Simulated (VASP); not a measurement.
# C in VASP: single point with PBE

Aim: the single point of C with PBE.

Program: VASP 6.6.1. These are calculated values, not measurements. Logs are shortened: lines on timing, memory, paths and dates and some standing lists are left out, and cuts for length are marked.

## (1) The cell of the first run

The typed cell holds 8 atoms: a = 2.469 Å, b = 4.270 Å, c = 8.826 Å, α = 88.73°, β = 91.00°, γ = 89.99°.

## (2) Single point, PBE

File INCAR:

```
SYSTEM = C
PREC     = Accurate       ! precision mode
ENCUT    = 520            ! plane-wave cutoff, eV
EDIFF    = 1E-6           ! SCF threshold, eV
ISMEAR   = 0              ! smearing method
SIGMA    = 0.2            ! smearing width, eV
LREAL    = .FALSE.        ! projectors in reciprocal space
LASPH    = .TRUE.         ! aspherical terms in the spheres
NELM     = 80             ! most SCF steps
ALGO     = Normal         ! electronic algorithm
ISIF     = 2              ! what is computed and relaxed
LWAVE    = .FALSE.        ! write WAVECAR
LCHARG   = .FALSE.        ! write CHGCAR
GGA      = PE             ! functional
NBANDS   = 26             ! bands
```

File KPOINTS:

```
Automatic mesh
0
G
  8 6 4
  0 0 0
```

File POSCAR:

```
C
1.0
    1.2339856134     -2.1378714440      0.0216120609
   -3.6976294829     -2.1352796761     -0.0479691036
   -0.1223381432      0.0177386658     -8.8246357932
C
8
Direct
   -0.0264982910      0.6727462563      0.7509174297
    0.0264852193      0.6603706678      0.2490835589
    0.4733908160      0.1727243249      0.7509300296
    0.5267084123      0.1603894232      0.2490707121
    0.4734995501      0.8396155454      0.7509307855
    0.5264351901      0.8272770503      0.2490681243
   -0.0265893056      0.3395962371      0.7509325807
    0.0265684089      0.3272804948      0.2490667792
```

Potentials or basis: VASP PAW PBE potentials, release 64 (C).

Command:

```bash
cat potpaw_PBE.64/C/POTCAR > POTCAR
mpirun -np 1 vasp_std > vasp.out
```

OUTCAR:

```text
SYSTEM = C
   PREC = Accurate
   ENCUT = 520
   EDIFF = 1E-6
   ISMEAR = 0
   LREAL = .FALSE.
   LASPH = .TRUE.
   NELM = 80
   ISIF = 2
   GGA = PE

 ion  position               nearest neighbor table
   1  0.974  0.673  0.751-   7 1.42   5 1.43   5 1.43
   2  0.026  0.660  0.249-   8 1.42   6 1.43   6 1.43
   3  0.473  0.173  0.751-   5 1.42   7 1.43   7 1.43
   4  0.527  0.160  0.249-   6 1.42   8 1.42   8 1.43
   5  0.473  0.840  0.751-   3 1.42   1 1.43   1 1.43
   6  0.526  0.827  0.249-   4 1.42   2 1.43   2 1.43
   7  0.973  0.340  0.751-   1 1.42   3 1.43   3 1.43
   8  0.027  0.327  0.249-   2 1.42   4 1.42   4 1.43

  LATTYP: Found a triclinic cell.
 ALAT       =     9.7184399121
 B/A-ratio  =     0.4393864038
 C/A-ratio  =     0.2540056257
 COS(alpha) =     0.0001038938
 COS(beta)  =     0.0158688945
 COS(gamma) =     0.4191982077

  Lattice vectors:

 A1 = (  -3.5752913397,  -2.1530183419,   8.7766666896)
 A2 = (  -3.6976294829,  -2.1352796761,  -0.0479691036)
 A3 = (   1.2339856134,  -2.1378714440,   0.0216120609)

Analysis of symmetry for initial positions (statically):
=====================================================================
 Subroutine PRICEL returns:
 Original cell was already a primitive cell.

 Routine SETGRP: Setting up the symmetry group for a
 triclinic supercell.

 Subroutine GETGRP returns: Found  1 space group operations
 (whereof  1 operations were pure point group operations)
 out of a pool of  2 trial point group operations.

The static configuration has the point symmetry C_1 .

Analysis of symmetry for dynamics (positions and initial velocities):
=====================================================================
 Subroutine PRICEL returns:
 Original cell was already a primitive cell.

 Routine SETGRP: Setting up the symmetry group for a
 triclinic supercell.

 Subroutine GETGRP returns: Found  1 space group operations
 (whereof  1 operations were pure point group operations)
 out of a pool of  2 trial point group operations.

The dynamic configuration has the point symmetry C_1 .

 Subroutine INISYM returns: Found  1 space group operations
 (whereof  1 operations are pure point group operations),
 and found     1 'primitive' translations

----------------------------------------------------------------------------------------

                                     Primitive cell

  volume of cell :      92.9928

  direct lattice vectors                    reciprocal lattice vectors
     1.233985613 -2.137871444  0.021612061     0.202638539 -0.350826947 -0.003514437
    -3.697629483 -2.135279676 -0.047969104    -0.202871214 -0.117071802  0.002577125
    -0.122338143  0.017738666 -8.824635793     0.001599045 -0.000222815 -0.113341740

  length of vectors
     2.468538411  4.270150363  8.825501581     0.405159568  0.234241708  0.113353238

  position of ions in fractional coordinates (direct lattice)
     0.973501709  0.672746256  0.750917430
     0.026485219  0.660370668  0.249083559
     0.473390816  0.172724325  0.750930030
     0.526708412  0.160389423  0.249070712
     0.473499550  0.839615545  0.750930786
     0.526435190  0.827277050  0.249068124
     0.973410694  0.339596237  0.750932581
     0.026568409  0.327280495  0.249066779

  ion indices of the primitive-cell ions
   primitive index   ion index
                 1           1
                 2           2
                 3           3
                 4           4
                 5           5
                 6           6
                 7           7
                 8           8

----------------------------------------------------------------------------------------

 KPOINTS: Automatic mesh

Automatic generation of k-mesh.
 Grid dimensions read from file:
 generate k-points for:    8    6    4

 Generating k-lattice:

  Cartesian coordinates                     Fractional coordinates (reciprocal lattice)
     0.025329817 -0.043853368 -0.000439305     0.125000000  0.000000000 -0.000000000
    -0.033811869 -0.019511967  0.000429521    -0.000000000  0.166666667 -0.000000000
     0.000399761 -0.000055704 -0.028335435    -0.000000000  0.000000000  0.250000000

  Length of vectors
     0.050644946  0.039040285  0.028338310

  Shift w.r.t. Gamma in fractional coordinates (k-lattice)
     0.000000000  0.000000000  0.000000000

 Subroutine IBZKPT returns following result:
 ===========================================

 Found    100 irreducible k-points:

 Following reciprocal coordinates:
            Coordinates               Weight
  0.000000  0.000000  0.000000      1.000000
  0.125000  0.000000  0.000000      2.000000
  0.250000  0.000000  0.000000      2.000000
  0.375000  0.000000  0.000000      2.000000
  0.500000  0.000000  0.000000      1.000000
  0.000000  0.166667  0.000000      2.000000
[... 16 lines left out ...]
  0.125000  0.500000  0.000000      2.000000
  0.250000  0.500000 -0.000000      2.000000
 [... further k-points ...]
   k-points           NKPTS =    100   k-points in BZ     NKDIM =    100   number of bands    NBANDS=     26
   number of dos      NEDOS =    301   number of ions     NIONS =      8
   total plane-waves  NPLWV =  40320
   dimension x,y,z NGX =    18 NGY =   32 NGZ =   70
   dimension x,y,z NGXF=    36 NGYF=   64 NGZF=  140
   ions per type =               8
   NGX,Y,Z   is equivalent  to a cutoff of  12.12, 12.46, 13.19 a.u.
   NGXF,Y,Z  is equivalent  to a cutoff of  24.24, 24.92, 26.37 a.u.
 SYSTEM =  C
   PREC   = accura    normal or accurate (medium, high low for compatibility)
   ISTART =      0    job   : 0-new  1-cont  2-samecut
   ICHARG =      2    charge: 1-file 2-atom 10-const
   ISPIN  =      1    spin polarized calculation?
   LNONCOLLINEAR =      F non collinear calculations
   LSORBIT =      F    spin-orbit coupling
   LASPH  =      T    aspherical Exc in radial PAW
   ENCUT  =  520.0 eV  38.22 Ry    6.18 a.u.   4.59  7.94 16.41*2*pi/ulx,y,z
   NELM   =     80;   NELMIN=  2; NELMDL= -5     # of ELM steps
   EDIFF  = 0.1E-05   stopping-criterion for ELM
   LREAL  =      F    real-space projection
   EDIFFG = 0.1E-04   stopping-criterion for IOM
   NSW    =      0    number of steps for IOM
   IBRION =     -1    ionic relax: 0-MD 1-quasi-New 2-CG
   NFREE  =      0    steps in history (QN), initial steepest desc. (CG)
   ISIF   =      2    stress and relaxation
   ISYM   =      2    0-nonsym 1-usesym 2-fastsym
   POTIM  = 0.5000    time-step for ionic-motion
   TEBEG  =    0.0;   TEEND  =   0.0 temperature during run
   PSTRESS=    0.0 pullay stress
   NELECT =      32.0000    total number of electrons
   NUPDOWN=      -1.0000    fix difference up-down
   EMIN   =  10.00;   EMAX   =-10.00  energy-range for DOS
   EFERMI =   0.00;   METHOD = LEGACY
   ISMEAR =     0;   SIGMA  =   0.20  broadening in eV -4-tet -1-fermi 0-gaus
   EFERMI_NEDOS =   21; number of points for ismear=-14 and -15
   IALGO  =     38    algorithm
   IMIX   =      4    mixing-type and parameters
     AMIX     =   0.40;   BMIX     =  1.00
     AMIX_MAG =   1.60;   BMIX_MAG =  1.00
  volume/ion in A,a.u.               =      11.62        78.44
  Fermi-wavevector in a.u.,A,eV,Ry     =   1.147207  2.167907 17.906408  1.316084
  Thomas-Fermi vector in A             =   2.283888
   LORBIT       =      0    0 simple, 1 ext, 2 COOP (PROOUT), +10 PAW based schemes
   GGA     = PE    functional components
   LHFCALC =     F    Hartree Fock is set to
   AEXX    =    0.0000 exact exchange contribution
   IVDW    =     0    specifies the selected vdW correction
   LEPSILON=     F    determine dielectric tensor
   LRPA    =     F    only Hartree local field effects (RPA)
 non-spin polarized calculation
 Gauss-broadening in eV      SIGMA  =   0.20
  energy-cutoff  :      520.00
  volume of cell :       92.99
 maximum number of plane-waves:      2538
   NGX =  9   NGY = 15   NGZ = 33

 number of electron      32.0000008 magnetization

 Free energy of the ion-electron system (eV)
  ---------------------------------------------------
  ext. energy  EPLUGINS =         0.00000000
  ---------------------------------------------------
  free energy    TOTEN  =       -73.81124732 eV

  energy without entropy =      -73.81124288  energy(sigma->0) =      -73.81124510

 E-fermi :   2.5567     XC(G=0):  -8.5084

 val. band max:        2.0293900913   @ k =   0.3750   0.0000   0.0000
 cond. band min:       3.0864813361   @ k =   0.3750   0.0000   0.0000
 fundamental gap:      1.0570912448
 Fermi energy:         2.5567211864

 k-point     1 :       0.0000    0.0000    0.0000
  band No.  band energies     occupation
      1     -16.9671      2.00000
      2     -16.9417      2.00000
      3     -11.7114      2.00000
      4     -11.6955      2.00000
      5     -10.6875      2.00000
      6     -10.6741      2.00000
[... 18 lines left out ...]
     25      10.8847      0.00000
     26      10.8913      0.00000

 k-point     2 :       0.1250    0.0000    0.0000
  band No.  band energies     occupation
      1     -16.6907      2.00000
      2     -16.6659      2.00000
      3     -11.4740      2.00000
      4     -11.4586      2.00000
      5     -10.4589      2.00000
      6     -10.4459      2.00000
[... 18 lines left out ...]
     25      11.9068      0.00000
     26      11.9140      0.00000

 k-point     3 :       0.2500    0.0000    0.0000
  band No.  band energies     occupation
      1     -15.8668      2.00000
      2     -15.8437      2.00000
      3     -10.7635      2.00000
      4     -10.7496      2.00000
      5      -9.9089      2.00000
      6      -9.8967      2.00000
[... 572 lines left out ...]
 k-point    23 :       0.1250    0.5000    0.0000
  band No.  band energies     occupation
      1     -15.2288      2.00000
      2     -15.2283      2.00000
      3     -15.2070      2.00000
      4     -15.2066      2.00000
      5      -4.9745      2.00000
      6      -4.9740      2.00000
[... 18 lines left out ...]
     25      11.9488      0.00000
     26      11.9551      0.00000

 k-point    24 :       0.2500    0.5000   -0.0000
  band No.  band energies     occupation
      1     -14.4224      2.00000
      2     -14.4217      2.00000
      3     -14.4021      2.00000
      4     -14.4015      2.00000
      5      -6.4682      2.00000
      6      -6.4664      2.00000
[... 18 lines left out ...]
     25      11.8464      0.00000
     26      11.8476      0.00000

 [... further k-points ...]

------------------------ aborting loop because EDIFF is reached ----------------------------------------

  FORCE on cell =-STRESS in cart. coord.  units (eV):
  Direction    XX          YY          ZZ          XY          YZ          ZX
  --------------------------------------------------------------------------------------
  -------------------------------------------------------------------------------------
  Total        0.2237460      0.1924611      0.0004910     -0.0049652     -0.0004654      0.0067213
  in kB        3.8549316      3.3159224      0.0084594     -0.0855452     -0.0080185      0.1158013
  external PRESSURE =       2.3931045 kB  Pullay stress =       0.0000000 kB

 VOLUME and BASIS-vectors are now :
 -----------------------------------------------------------------------------
  energy-cutoff  :      520.00
  volume of cell :       92.99
      direct lattice vectors                 reciprocal lattice vectors
     1.233985613 -2.137871444  0.021612061     0.202638539 -0.350826947 -0.003514437
    -3.697629483 -2.135279676 -0.047969104    -0.202871214 -0.117071802  0.002577125
    -0.122338143  0.017738666 -8.824635793     0.001599045 -0.000222815 -0.113341740

 POSITION                                       TOTAL-FORCE (eV/Angst)
 -----------------------------------------------------------------------------------
     -1.37815     -3.50440     -6.63780         0.006143      0.005151     -0.001379
     -2.43960     -1.46228     -2.22918        -0.005574     -0.000488      0.001683
     -0.14638     -1.36754     -6.62474         0.003233     -0.004183      0.000032
      0.02642     -1.46409     -2.19427        -0.008977      0.017313      0.000107
     -2.61216     -2.79177     -6.65673        -0.002823      0.002297      0.001658
     -2.43982     -2.88750     -2.22624         0.006763     -0.008176     -0.001893
     -0.14639     -2.79284     -6.62196        -0.007400     -0.002474      0.001381
     -1.20785     -0.75122     -2.21305         0.008634     -0.009440     -0.001591
 -----------------------------------------------------------------------------------
    total drift:                                0.000011      0.000009      0.000019

  FREE ENERGIE OF THE ION-ELECTRON SYSTEM (eV)
  ---------------------------------------------------
  free  energy   TOTEN  =       -73.8112473203 eV

  energy  without entropy=      -73.8112428827  energy(sigma->0) =      -73.81124510
```

It took 4.4 min on 1 thread of Intel Xeon 8259CL, shared host; peak memory 0.29 GiB.

Results:

| Property | Result |
| --- | --- |
| Free energy | -73.8112 eV |
| Pressure | 0.2 GPa |
| Largest force | 0.020 eV/Å |

Forces in eV/Å, atoms in the order of the input:
```
C    0.006  0.005 -0.001
C   -0.006  0.000  0.002
C    0.003 -0.004  0.000
C   -0.009  0.017  0.000
C   -0.003  0.002  0.002
C    0.007 -0.008 -0.002
C   -0.007 -0.002  0.001
C    0.009 -0.009 -0.002
```

Caveat: this functional lacks dispersion, which binds the layers, so the pressure and a relaxed spacing across them are unreliable.
